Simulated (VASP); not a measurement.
# Pd (P6_3/mmc) in VASP: notebook

Pd is run at these levels: PBE; tasks: single point.

All numbers are computed with VASP 6.6.1; they aren't measurements. Logs are shortened: lines on timing, memory, paths and dates and some standing lists are left out, and cuts for length are marked.

## (1) The cell of the first run

It takes space group P6_3/mmc (No. 194, hexagonal). Conventional cell: a = 2.444 Å, b = 2.444 Å, c = 4.057 Å, α = 90.00°, β = 90.00°, γ = 120.00°. Pd (site symmetry -6m2) has 12 Pd at 2.44 to 2.47 Å within 3.2 Å.

## (2) Single point, PBE (volume scaled by 0.68)

The input, INCAR:

```
SYSTEM = Pd
PREC = Accurate
ENCUT = 520
EDIFF = 1E-7
ISMEAR = -1
SIGMA = 0.1
LREAL = .False.
LASPH = .True.
NELM = 80
ALGO = Normal
ISIF = 2
LWAVE = .False.
LCHARG = .False.
GGA = PE
NBANDS = 17
```

The input, KPOINTS:

```
regular mesh
0
Gamma
  17 17 9
  0 0 0
```

The input, POSCAR:

```
Pd
1.0
    2.4437680648      0.0000000000      0.0000000000
   -1.2218840324      2.1163652251      0.0000000000
    0.0000000000      0.0000000000      4.0572356270
Pd
2
Direct
    0.3333333333      0.6666666667      0.2500000000
    0.6666666667      0.3333333333      0.7500000000
```

Potentials or basis: VASP PAW PBE potentials, release 64 (Pd).

Run with:

```
$ cat potpaw_PBE.64/Pd/POTCAR > POTCAR
$ mpirun -np 1 vasp_std > vasp.out
```

OUTCAR:

```text
SYSTEM = Pd
   PREC = Accurate
   ENCUT = 520
   EDIFF = 1E-7
   ISMEAR = -1
   LREAL = .False.
   LASPH = .True.
   NELM = 80
   ISIF = 2
   GGA = PE

 ion  position               nearest neighbor table
   1  0.333  0.667  0.250-   2 2.47   2 2.47   2 2.47   2 2.47   2 2.47   2 2.47
   2  0.667  0.333  0.750-   1 2.47   1 2.47   1 2.47   1 2.47   1 2.47   1 2.47

  LATTYP: Found a hexagonal cell.
 ALAT       =     2.4437680648
 C/A-ratio  =     1.6602376001

  Lattice vectors:

 A1 = (   2.4437680648,   0.0000000000,   0.0000000000)
 A2 = (  -1.2218840324,   2.1163652251,   0.0000000000)
 A3 = (   0.0000000000,   0.0000000000,   4.0572356270)

Analysis of symmetry for initial positions (statically):
=====================================================================
 Subroutine PRICEL returns:
 Original cell was already a primitive cell.

 Routine SETGRP: Setting up the symmetry group for a
 hexagonal supercell.

 Subroutine GETGRP returns: Found 24 space group operations
 (whereof 12 operations were pure point group operations)
 out of a pool of 24 trial point group operations.

The static configuration has the point symmetry D_3d.
 The point group associated with its full space group is D_6h.

Analysis of symmetry for dynamics (positions and initial velocities):
=====================================================================
 Subroutine PRICEL returns:
 Original cell was already a primitive cell.

 Routine SETGRP: Setting up the symmetry group for a
 hexagonal supercell.

 Subroutine GETGRP returns: Found 24 space group operations
 (whereof 12 operations were pure point group operations)
 out of a pool of 24 trial point group operations.

The dynamic configuration has the point symmetry D_3d.
 The point group associated with its full space group is D_6h.

 Subroutine INISYM returns: Found 24 space group operations
 (whereof 12 operations are pure point group operations),
 and found     1 'primitive' translations

----------------------------------------------------------------------------------------

                                     Primitive cell

  volume of cell :      20.9836

[... 75 lines left out ...]
   ions per type =               2
   NGX,Y,Z   is equivalent  to a cutoff of  12.25, 12.25, 12.29 a.u.
   NGXF,Y,Z  is equivalent  to a cutoff of  24.49, 24.49, 24.59 a.u.
 SYSTEM =  Pd
   PREC   = accura    normal or accurate (medium, high low for compatibility)
   ISTART =      0    job   : 0-new  1-cont  2-samecut
   ICHARG =      2    charge: 1-file 2-atom 10-const
   ISPIN  =      1    spin polarized calculation?
   LNONCOLLINEAR =      F non collinear calculations
   LSORBIT =      F    spin-orbit coupling
   LASPH  =      T    aspherical Exc in radial PAW
   ENCUT  =  520.0 eV  38.22 Ry    6.18 a.u.   4.54  4.54  7.54*2*pi/ulx,y,z
   NELM   =     80;   NELMIN=  2; NELMDL= -5     # of ELM steps
   EDIFF  = 0.1E-06   stopping-criterion for ELM
   LREAL  =      F    real-space projection
   EDIFFG = 0.1E-05   stopping-criterion for IOM
   NSW    =      0    number of steps for IOM
   IBRION =     -1    ionic relax: 0-MD 1-quasi-New 2-CG
   NFREE  =      0    steps in history (QN), initial steepest desc. (CG)
   ISIF   =      2    stress and relaxation
   ISYM   =      2    0-nonsym 1-usesym 2-fastsym
   POTIM  = 0.5000    time-step for ionic-motion
   TEBEG  =    0.0;   TEEND  =   0.0 temperature during run
   PSTRESS=    0.0 pullay stress
   NELECT =      20.0000    total number of electrons
   NUPDOWN=      -1.0000    fix difference up-down
   EMIN   =  10.00;   EMAX   =-10.00  energy-range for DOS
   EFERMI =   0.00;   METHOD = LEGACY
   ISMEAR =    -1;   SIGMA  =   0.10  broadening in eV -4-tet -1-fermi 0-gaus
   EFERMI_NEDOS =   21; number of points for ismear=-14 and -15
   IALGO  =     38    algorithm
   IMIX   =      4    mixing-type and parameters
     AMIX     =   0.40;   BMIX     =  1.00
     AMIX_MAG =   1.60;   BMIX_MAG =  1.00
  volume/ion in A,a.u.               =      10.49        70.80
  Fermi-wavevector in a.u.,A,eV,Ry     =   1.611108  3.044552 35.316204  2.595668
  Thomas-Fermi vector in A             =   2.706551
   LORBIT       =      0    0 simple, 1 ext, 2 COOP (PROOUT), +10 PAW based schemes
   GGA     = PE    functional components
   LHFCALC =     F    Hartree Fock is set to
   AEXX    =    0.0000 exact exchange contribution
   IVDW    =     0    specifies the selected vdW correction
   LEPSILON=     F    determine dielectric tensor
   LRPA    =     F    only Hartree local field effects (RPA)
 non-spin polarized calculation
  energy-cutoff  :      520.00
  volume of cell :       20.98
 maximum number of plane-waves:       585
   NGX =  9   NGY =  9   NGZ = 15

 number of electron      20.0000005 magnetization

 Free energy of the ion-electron system (eV)
  ---------------------------------------------------
  ext. energy  EPLUGINS =         0.00000000
  ---------------------------------------------------
  free energy    TOTEN  =        -6.78858213 eV

  energy without entropy =       -6.69530715  energy(sigma->0) =       -6.74194464

 E-fermi :  16.8474     XC(G=0): -15.4198

 val. band max:       16.8436770019   @ k =   0.4118   0.0588   0.0000
 cond. band min:      16.8480492514   @ k =   0.3529  -0.0000   0.1111
 fundamental gap:      0.0043722495
 Fermi energy:        16.8474202969

 k-point     1 :       0.0000    0.0000    0.0000
  band No.  band energies     occupation
      1       6.7060      2.00000
      2       8.1852      2.00000
      3      11.7471      2.00000
      4      12.0560      2.00000
      5      12.0560      2.00000
      6      12.7062      2.00000
[... 457 lines left out ...]
      4      10.2161      2.00000
      5      11.8831      2.00000
      6      12.2384      2.00000
[... 9 lines left out ...]
     16      35.2236      0.00000
     17      38.2179      0.00000

 [... further k-points ...]
[... 5 lines left out ...]
  --------------------------------------------------------------------------------------
  -------------------------------------------------------------------------------------
  Total       23.2700801     23.2700801     23.2825522      0.0000000     -0.0000000      0.0000000
  in kB     1776.7553379   1776.7553380   1777.7076222      0.0000000     -0.0000000      0.0000000
  external PRESSURE =    1777.0727660 kB  Pullay stress =       0.0000000 kB

 VOLUME and BASIS-vectors are now :
 -----------------------------------------------------------------------------
  energy-cutoff  :      520.00
  volume of cell :       20.98
      direct lattice vectors                 reciprocal lattice vectors
     2.443768065  0.000000000  0.000000000     0.409204136  0.236254118  0.000000000
    -1.221884032  2.116365225  0.000000000     0.000000000  0.472508236  0.000000000
     0.000000000  0.000000000  4.057235627     0.000000000  0.000000000  0.246473237

 POSITION                                       TOTAL-FORCE (eV/Angst)
 -----------------------------------------------------------------------------------
     -0.00000      1.41091      1.01431         0.000000     -0.000000      0.000000
      1.22188      0.70546      3.04293        -0.000000      0.000000      0.000000
 -----------------------------------------------------------------------------------
    total drift:                               -0.000000      0.000000     -0.000000

  FREE ENERGIE OF THE ION-ELECTRON SYSTEM (eV)
  ---------------------------------------------------
  free  energy   TOTEN  =        -6.7885821279 eV

  energy  without entropy=       -6.6953071512  energy(sigma->0) =       -6.74194464
```

Wall time 30 s (1 thread of Intel Xeon 6975P-C, shared host); peak memory 0.17 GiB.

What came out:

- Free energy: -6.7886 eV
- Pressure: 177.7 GPa
- Band gap on the k mesh: zero (band 10 reaches 17.23 eV, above the bottom of band 11 at 15.77 eV)

## (3) Single point, PBE (volume scaled by 0.68)

The input, INCAR:

```
ALGO = Normal ; EDIFF = 1E-7
ENCUT = 520 ; GGA = PE
ISIF = 2 ; ISMEAR = -1
LASPH = T ; LCHARG = F
LREAL = F ; LWAVE = F
NBANDS = 17 ; NELM = 100
PREC = Accurate ; SIGMA = 0.1
```

The input, KPOINTS:

```
k-points
0
Gamma
  17 17 9
```

POSCAR is that of step 2.

Potentials or basis: VASP PAW PBE potentials, release 64 (Pd).

Run with:

```
$ cat potpaw_PBE.64/Pd/POTCAR > POTCAR
$ mpirun -np 1 vasp_std > vasp.out
```

It took 26 s on 1 thread of Intel Xeon 6975P-C, shared host; peak memory 0.17 GiB.

It converged, with:

* Free energy: -6.7886 eV
* Pressure: 177.7 GPa
* Band gap on the k mesh: zero (band 10 reaches 17.23 eV, above the bottom of band 11 at 15.77 eV)

Stress tensor (GPa, compression positive):
```
177.68   0.00   0.00
  0.00 177.68   0.00
  0.00   0.00 177.77
```

Levels at points of the mesh, in eV from the Fermi level:
| k point | band 7 | band 8 | band 9 | band 10 | band 11 | band 12 | band 13 | band 14 |
| --- | --- | --- | --- | --- | --- | --- | --- | --- |
| (0.00, 0.00, 0.00) | -4.14 | -2.99 | -2.99 | -0.47 | -0.47 | 0.07 | 10.32 | 16.78 |

## (4) Single point, PBE (volume scaled by 0.76)

The input, INCAR:

```
ALGO = Normal ; EDIFF = 1E-7
ENCUT = 520 ; GGA = PE
ISIF = 2 ; ISMEAR = -1
LASPH = T ; LCHARG = T
LELF = T ; LREAL = F
LVHAR = T ; LWAVE = F
NBANDS = 17 ; NELM = 80
PREC = Accurate ; SIGMA = 0.1
```

KPOINTS is that of step 3.

The input, POSCAR:

```
Pd
1.0
    2.5355602526      0.0000000000      0.0000000000
   -1.2677801263      2.1958595916      0.0000000000
    0.0000000000      0.0000000000      4.2121808559
Pd
2
Direct
    0.3333333333      0.6666666667      0.2500000000
    0.6666666667      0.3333333333      0.7500000000
```

Run with:

```
$ cat potpaw_PBE.64/Pd/POTCAR > POTCAR
$ mpirun -np 1 vasp_std > vasp.out
```

Run time: 27 s. Hardware: 1 thread of Intel Xeon 6975P-C, shared host; peak memory 0.18 GiB.

Results (log left out):

```
Free energy            : -8.8250 eV
Pressure               : 94.1 GPa
Band gap on the k mesh : zero (band 10 reaches 14.55 eV, above the bottom of band 11 at 13.34 eV)
```

Stress tensor (GPa, compression positive):
```
94.14  0.00  0.00
 0.00 94.14  0.00
 0.00  0.00 93.96
```

Levels at points of the mesh, in eV from the Fermi level:
| k point | band 6 | band 7 | band 8 | band 9 | band 10 | band 11 | band 12 | band 13 | band 14 | band 15 |
| --- | --- | --- | --- | --- | --- | --- | --- | --- | --- | --- |
| (0.00, 0.00, 0.00) | -3.47 | -3.47 | -2.49 | -2.49 | -0.38 | -0.38 | 0.30 | 9.09 | 17.07 | 19.01 |

## (5) Single point, PBE (volume scaled by 0.84)

The input, INCAR:

```
SYSTEM = Pd
PREC = Accurate
ENCUT = 520
EDIFF = 1E-6
ISMEAR = -1
SIGMA = 0.1
LREAL = .False.
LASPH = .True.
NELM = 60
ALGO = Normal
ISIF = 2
LWAVE = .False.
LCHARG = .False.
GGA = PE
NBANDS = 17
```

The input, KPOINTS:

```
regular mesh
0
Gamma
  17 17 9
  0 0 0
```

The input, POSCAR:

```
Pd
1.0
    2.6215762851      0.0000000000      0.0000000000
   -1.3107881426      2.2703516609      0.0000000000
    0.0000000000      0.0000000000      4.3550743585
Pd
2
Direct
    0.3333333333      0.6666666667      0.2500000000
    0.6666666667      0.3333333333      0.7500000000
```

Run with:

```
$ cat potpaw_PBE.64/Pd/POTCAR > POTCAR
$ mpirun -np 1 vasp_std > vasp.out
```

Wall time 27 s (1 thread of Intel Xeon 6975P-C, shared host); peak memory 0.18 GiB.

The run converged. Its results:

```
Free energy            : -9.8696 eV
Pressure               : 45.5 GPa
Band gap on the k mesh : zero (band 10 reaches 12.40 eV, above the bottom of band 11 at 11.39 eV)
```

Stress tensor (GPa, compression positive):
```
45.57  0.00  0.00
 0.00 45.57  0.00
 0.00  0.00 45.43
```

Levels at points of the mesh, in eV from the Fermi level:
| k point | band 8 | band 9 | band 10 | band 11 | band 12 | band 13 |
| --- | --- | --- | --- | --- | --- | --- |
| (0.00, 0.00, 0.00) | -2.12 | -2.12 | -0.32 | -0.32 | 0.53 | 8.13 |

(Continued in part 2 of 2.)
